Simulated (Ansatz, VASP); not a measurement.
# Two plane-wave programs on Si2W3

```
CELL_PARAMETERS angstrom
6.72948 0.00000 0.00000
0.00000 6.72948 0.00000
0.00000 0.00000 3.31232
ATOMIC_POSITIONS crystal
Si 0.13423 0.63423 0.00000
Si 0.86577 0.36577 0.00000
Si 0.63423 0.86577 0.00000
Si 0.36577 0.13423 0.00000
W 0.50000 0.50000 0.00000
W 0.00000 0.00000 0.00000
W 0.65951 0.15951 0.50000
W 0.34049 0.84049 0.50000
W 0.15951 0.34049 0.50000
W 0.84049 0.65951 0.50000
```

Change from the starting cell: strain +0.0150 x Voigt [1, 1, 0, 0, 0, 0], atoms carried along.

Alike in both runs: task single point; functional PBE; k mesh 6 × 6 × 12; occupations gaussian, width 0.15 eV; no spin polarisation.

|  | VASP | Ansatz |
| --- | --- | --- |
| version | VASP 6.6.1 | Ansatz 0.2.0 |
| potentials or method | VASP PAW PBE potentials, release 64 (Si, W_sv), cutoff 520 eV | scalar-relativistic, plane waves, PAW |
| valence electrons in the cell | 100 | 100 |

Ansatz gave:

* gap on the k mesh at the Fermi level (eV): none
* pressure (GPa): -7.2
* traceless stress, the component that is largest in VASP (GPa): 1.39
* rms of the force components (eV/Å): 0.049

Q: What did VASP give for the same quantities?

A: gap on the k mesh at the Fermi level (eV): none; pressure (GPa): -7.1; traceless stress, the component that is largest in VASP (GPa): 1.42; rms of the force components (eV/Å): 0.050.

Atom by atom the forces differ by 0.003 eV/Å (rms over components). A gap of «none» marks a metal or a gap that the smearing closes.

Spin-orbit coupling is off throughout.
